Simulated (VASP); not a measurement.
Input of a VASP 6.6.1 run:

File INCAR:

```
SYSTEM = SnSe
PREC = Accurate
ENCUT = 500
EDIFF = 1E-8
ISMEAR = 0
SIGMA = 0.01
LREAL = .FALSE.
LASPH = .TRUE.
NELM = 120
ALGO = Normal
ISIF = 2
LWAVE = .FALSE.
LCHARG = .FALSE.
GGA = PS
IBRION = 8
NSW = 1
LEPSILON = .TRUE.
GGA_COMPAT = .FALSE.
```

KPOINTS

```
regular mesh
0
G
  8 8 8
  0 0 0
```

POSCAR

```
SnSe
1.0
    0.0000000000      2.9528026911      2.9528026911
    2.9528026911      0.0000000000      2.9528026911
    2.9528026911      2.9528026911      0.0000000000
Sn Se
1 1
Direct
    0.0000000000      0.0000000000      0.0000000000
    0.5000000000      0.5000000000      0.5000000000
```

Potentials or basis: VASP PAW PBE potentials, release 64 (Sn_d, Se).

Run with:

```bash
$ cat potpaw_PBE.64/Sn_d/POTCAR potpaw_PBE.64/Se/POTCAR > POTCAR
$ mpirun -np 1 vasp_std > vasp.out
```

Problem. Estimate the electronic dielectric tensor (diagonal).

Solution. 29.82.

Problem. Estimate the Born charges (mean of the diagonal).

Solution. Sn +5.85; Se -5.85 e.

Problem. Estimate the highest phonon frequency at Γ, LO-TO splitting left out.

Solution. 59 cm⁻¹.

Electronic dielectric tensor:
```
29.82  0.00  0.00
 0.00 29.82  0.00
 0.00  0.00 29.82
```

Caveat: the cell differs from its parent crystal (phonons at volume x 0.98); the cell wasn't relaxed at this level first, which shifts response properties.
